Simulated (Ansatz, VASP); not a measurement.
## In7GaAs8: VASP beside Ansatz

```
Ga In As
1.0
    -6.03513    0.00000    6.03513
    -6.03513   -6.03513    0.00000
     0.00000   -6.03513    6.03513
Ga In As
1 7 8
Direct
  0.00000 0.50000 0.00000
  0.00052 0.99948 0.00052
  0.00052 0.50052 0.49948
  0.00052 0.99948 0.49948
  0.49948 0.50052 0.00052
  0.49948 0.99948 0.00052
  0.49948 0.50052 0.49948
  0.50000 0.00000 0.50000
  0.11999 0.14002 0.11999
  0.11999 0.61999 0.11999
  0.12497 0.12501 0.62501
  0.11999 0.61999 0.64002
  0.62501 0.12501 0.12497
  0.64002 0.61999 0.11999
  0.62501 0.12501 0.62501
  0.62501 0.62497 0.62501
```

Alike in both runs: functional PBEsol; k mesh 6 × 6 × 6; occupations gaussian, width 0.1 eV; no spin polarisation.

Ansatz relaxed the structure, and its values are those at the end. VASP's run is a single point on that final structure, the one shown.

```csv
,VASP,Ansatz
version,VASP 6.6.1,Ansatz 0.2.0
potentials or method,"VASP PAW PBE potentials, release 64 (Ga_d, In_d, As), cutoff 520 eV","scalar-relativistic, plane waves, PAW"
valence electrons in the cell,144,224
```

|  | VASP | Ansatz | Ansatz less VASP |
| --- | --- | --- | --- |
| gap on the k mesh at the Fermi level (eV) | none | none | - |
| pressure (GPa) | 0.1 | 0.0 | -0.11 |
| rms of the force components (eV/Å) | 0.007 | 0.000 | -0.0066 |

VASP's potentials were made for PBE, not for PBEsol. A gap of «none» marks a metal or a gap that the smearing closes. VASP's potentials hold 144 valence electrons a cell and Ansatz's 224, so a difference there can come from the potentials and not from the codes.
